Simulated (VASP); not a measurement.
Here is a VASP 6.6.1 calculation.

The input POSCAR:

```
LiNbO3
1.0
    2.5949501400      1.4981951600      4.6722232500
   -5.1899002700      2.9963903200      9.3444465000
    0.0000000000     -5.9927806400      9.3444465000
Li Nb O
8 8 24
Direct
    0.7183927777      0.3591123703      0.3591771180
    0.2183927777      0.1091771180      0.1091123703
    0.7183927777      0.3591123703      0.8591771180
    0.2183927777      0.1091771180      0.6091123703
    0.7183927777      0.8591123703      0.3591771180
    0.2183927777      0.6091771180      0.1091123703
    0.7183927777      0.8591123703      0.8591771180
    0.2183927777      0.6091771180      0.6091123703
    0.9995011365      0.4999236378      0.4999463415
    0.4995011365      0.2499463415      0.2499236378
    0.9995011365      0.4999236378      0.9999463415
    0.4995011365      0.2499463415      0.7499236378
    0.9995011365      0.9999236378      0.4999463415
    0.4995011365      0.7499463415      0.2499236378
    0.9995011365      0.9999236378      0.9999463415
    0.4995011365      0.7499463415      0.7499236378
    0.2781285329      0.3212309634      0.4443346947
    0.6419945347      0.4446730060      0.1396076173
    0.8901680283      0.1394001481      0.3207791129
    0.3901680283      0.0707791129      0.3894001481
    0.7781285329      0.1943346947      0.0712309634
    0.1419945347      0.3896076173      0.1946730060
    0.2781285329      0.3212309634      0.9443346947
    0.6419945347      0.4446730060      0.6396076173
    0.8901680283      0.1394001481      0.8207791129
    0.3901680283      0.0707791129      0.8894001481
    0.7781285329      0.1943346947      0.5712309634
    0.1419945347      0.3896076173      0.6946730060
    0.2781285329      0.8212309634      0.4443346947
    0.6419945347      0.9446730060      0.1396076173
    0.8901680283      0.6394001481      0.3207791129
    0.3901680283      0.5707791129      0.3894001481
    0.7781285329      0.6943346947      0.0712309634
    0.1419945347      0.8896076173      0.1946730060
    0.2781285329      0.8212309634      0.9443346947
    0.6419945347      0.9446730060      0.6396076173
    0.8901680283      0.6394001481      0.8207791129
    0.3901680283      0.5707791129      0.8894001481
    0.7781285329      0.6943346947      0.5712309634
    0.1419945347      0.8896076173      0.6946730060
```

Contents of INCAR.step1:

```
  PREC = Accurate
  ENCUT = 520
  ISMEAR = -1
  SIGMA = 0.01
  LREAL = Auto
  LASPH = T
  NELM = 100
  NBANDS = 162
  GGA = PE
  ALGO = Normal
  EDIFF = 1E-4
  LWAVE = T
  LCHARG = F
```

INCAR.step2

```
  PREC = Accurate
  ENCUT = 520
  EDIFF = 1E-6
  ISMEAR = -1
  SIGMA = 0.01
  LREAL = Auto
  LASPH = T
  NELM = 100
  ALGO = Normal
  ISIF = 2
  LWAVE = F
  LCHARG = T
  METAGGA = R2SCAN
  LMIXTAU = T
  LELF = T
  LVHAR = T
  NBANDS = 162
  ISTART = 1
```

The input KPOINTS:

```
Automatic mesh
0
Gamma
  1 1 1
  0.25 0.25 0.25
```

Potentials or basis: VASP PAW PBE potentials, release 64 (Li_sv, Nb_sv, O).

Run with:

```bash
$ cat potpaw_PBE.64/Li_sv/POTCAR potpaw_PBE.64/Nb_sv/POTCAR potpaw_PBE.64/O/POTCAR > POTCAR
$ cp INCAR.step1 INCAR
$ mpirun -np 1 vasp_std > vasp.out
$ cp INCAR.step2 INCAR
$ mpirun -np 1 vasp_std > vasp.out
```

(1) Predict the band gap on the k mesh.

(2) Predict the largest force.

Results:

(1) 4.11 eV.

(2) 0.110 eV/Å.

Caveat: the k points lie up to 1.14 Å⁻¹ apart; the PAW data sets were made with another functional, which shifts forces and pressure a little; a shifted mesh leaves out Γ, where band edges can lie.
